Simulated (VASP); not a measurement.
Write the native input for VASP 6.6.1 that does the following.

| Property | Result |
| --- | --- |
| Task | single point |
| Functional | revPBE |
| Dispersion | D3(BJ) |
| Potentials or basis | VASP PAW PBE potentials, release 64 (Mn_pv, S) |
| Cutoff | 520 eV |
| k mesh | 9 × 9 × 9 |
| Occupations | fermi-dirac, width 0.05 eV |
| Spin | collinear spin, ferromagnetic start |
| Starting moments | [4.0, 0.0] μB |
| Dipole correction | no |
| Further INCAR settings | ALGO = Normal; EDIFF = 1e-07; NBANDS = 20 |

The structure of MnS lies in POSCAR:

```
MnS
1.0
    0.0000000000      2.5103858893      2.5103858893
    2.5103858893      0.0000000000      2.5103858893
    2.5103858893      2.5103858893      0.0000000000
Mn S
1 1
Direct
    0.0000000000      0.0000000000      0.0000000000
    0.5000000000      0.5000000000      0.5000000000
```

The input as run:

INCAR

```
SYSTEM = MnS
  ALGO = Normal
  EDIFF = 1E-7
  ENCUT = 520
  GGA = RE
  ISIF = 2
  ISMEAR = -1
  ISPIN = 2
  IVDW = 12
  LASPH = .TRUE.
  LCHARG = .FALSE.
  LMAXMIX = 4
  LORBIT = 11
  LREAL = .FALSE.
  LWAVE = .FALSE.
  MAGMOM = 4 0
  NBANDS = 20
  NELM = 150
  PREC = Accurate
  SIGMA = 0.05
```

KPOINTS

```
k-points
0
G
  9 9 9
  0 0 0
```

Potentials or basis: VASP PAW PBE potentials, release 64 (Mn_pv, S).

The run is started by

```sh
$ cat potpaw_PBE.64/Mn_pv/POTCAR potpaw_PBE.64/S/POTCAR > POTCAR
$ mpirun -np 1 vasp_std > vasp.out
```

Results of the run:

```
Pressure                                              : -0.1 GPa
Net moment                                            : 4.42 μB per cell
Site moments                                          : Mn +4.04; S +0.08 μB
Valence electrons inside the program's atomic spheres : Mn 11.41; S 3.76
Dispersion energy per atom                            : -0.889 eV
```

Caveat: the PAW data sets were made with another functional, which shifts forces and pressure a little; a cell with one magnetic atom can't hold antiferromagnetic order, which such compounds often take.

It took 24 s on 1 thread of Intel(R) Xeon(R) 6975P-C (Granite Rapids) (shared host), peak memory 0.2 GiB.
